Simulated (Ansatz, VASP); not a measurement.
## One calculation of Sr, two programs

```
Sr
1.0
     0.00000    3.08239    3.08239
     3.08239    0.00000    3.08239
     3.08239    3.08239    0.00000
Sr
1
Direct
  0.00000 0.00000 0.00000
```

Alike in both runs: task single point; functional BLYP; k mesh 15 × 15 × 15; occupations fermi-dirac, width 0.1 eV; no spin polarisation.

|  | VASP | Ansatz |
| --- | --- | --- |
| version | VASP 6.6.1 | Ansatz 0.2.0 |
| potentials or method | VASP PAW PBE potentials, release 64 (Sr_sv), cutoff 520 eV | plane waves (420 eV) with PAW, scalar-relativistic |
| valence electrons in the cell | 10 | 10 |

```tsv
	VASP	Ansatz	Ansatz less VASP
pressure (GPa)	-0.4	-0.4	0.00
```

VASP's potentials were made for PBE, not for BLYP.
